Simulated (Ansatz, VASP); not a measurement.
# One calculation of W, two programs

```
CELL_PARAMETERS angstrom
-1.59178 1.59178 1.59178
1.59178 -1.59178 1.59178
3.18356 3.18356 0.00000
ATOMIC_POSITIONS crystal
W 0.98822 0.98822 0.00000
W 0.51178 0.51178 0.50000
```

Change from the starting cell: mode 4 (124.6 1/cm) frozen in, largest displacement +0.037 Å.

Alike in both runs: task single point; functional PBE; k mesh 22 × 22 × 14; occupations gaussian, width 0.15 eV; no spin polarisation.

```csv
,VASP,Ansatz
version,VASP 6.6.1,Ansatz 0.2.0
potentials or method,"VASP PAW PBE potentials, release 64 (W_sv), cutoff 520 eV","scalar-relativistic, plane waves, PAW"
valence electrons in the cell,28,28
```

Ansatz gave:

```
gap on the k mesh at the Fermi level (eV)                     : none
pressure (GPa)                                                : 0.4
traceless stress, the component that is largest in VASP (GPa) : 0.19
rms of the force components (eV/Å)                            : 0.243
```

Task: What did VASP give for the same quantities?

Result: gap on the k mesh at the Fermi level (eV): none; pressure (GPa): 0.9; traceless stress, the component that is largest in VASP (GPa): 0.19; rms of the force components (eV/Å): 0.245.

Atom by atom the forces differ by 0.002 eV/Å (rms over components). A gap of «none» marks a metal or a gap that the smearing closes. The functional is the same, so the differences come from potentials, cutoffs and numerics.

Spin-orbit coupling is off throughout.
